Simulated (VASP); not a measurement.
Set up this calculation in VASP 6.6.1, as the native input.

```yaml
Task: single point
Functional: PBE
Potentials_or_basis: VASP PAW PBE potentials, release 64 (Sn_d, Te)
Cutoff: 520 eV
k_mesh: 6 × 6 × 4
Occupations: gaussian, width 0.02 eV
Spin: no spin polarisation
Dipole_correction: no
Further_INCAR_settings: ALGO = Normal; EDIFF = 1e-06; NBANDS = 28
```

The structure of SnTe lies in POSCAR:

```
SnTe
1.0
    5.4250021253      0.0000000000      0.0000000000
   -2.7125010627      4.6981896560      0.0000000000
    0.0000000000      0.0000000000      6.5114328278
Sn Te
2 2
Direct
    0.3333333333      0.6666666667      0.9548237551
    0.6666666667      0.3333333333      0.4548237551
    0.3333333333      0.6666666667      0.4301762349
    0.6666666667      0.3333333333      0.9301762349
```

The input as run:

INCAR

```
  PREC = Accurate
  ENCUT = 520
  EDIFF = 1E-6
  ISMEAR = 0
  SIGMA = 0.02
  LREAL = F
  LASPH = T
  NELM = 80
  ALGO = Normal
  ISIF = 2
  LWAVE = F
  LCHARG = F
  GGA = PE
  NBANDS = 28
```

KPOINTS

```
Automatic mesh
0
Gamma
  6 6 4
```

Potentials or basis: VASP PAW PBE potentials, release 64 (Sn_d, Te).

Run with:

```console
$ cat potpaw_PBE.64/Sn_d/POTCAR potpaw_PBE.64/Te/POTCAR > POTCAR
$ mpirun -np 1 vasp_std > vasp.out
```

Results of the run:

```json
{
  "Pressure": "0.0 GPa",
  "Largest force": "0.005 eV/Å",
  "Band gap on the k mesh": "0.64 eV"
}
```

Caveat: spin-orbit coupling is left out, which moves the levels of the heavy elements.

Run time: 73 s on 1 thread of Intel(R) Xeon(R) Platinum 8259CL CPU @ 2.50GHz (Skylake/Cascade Lake), on a shared host, peak memory 0.3 GiB.
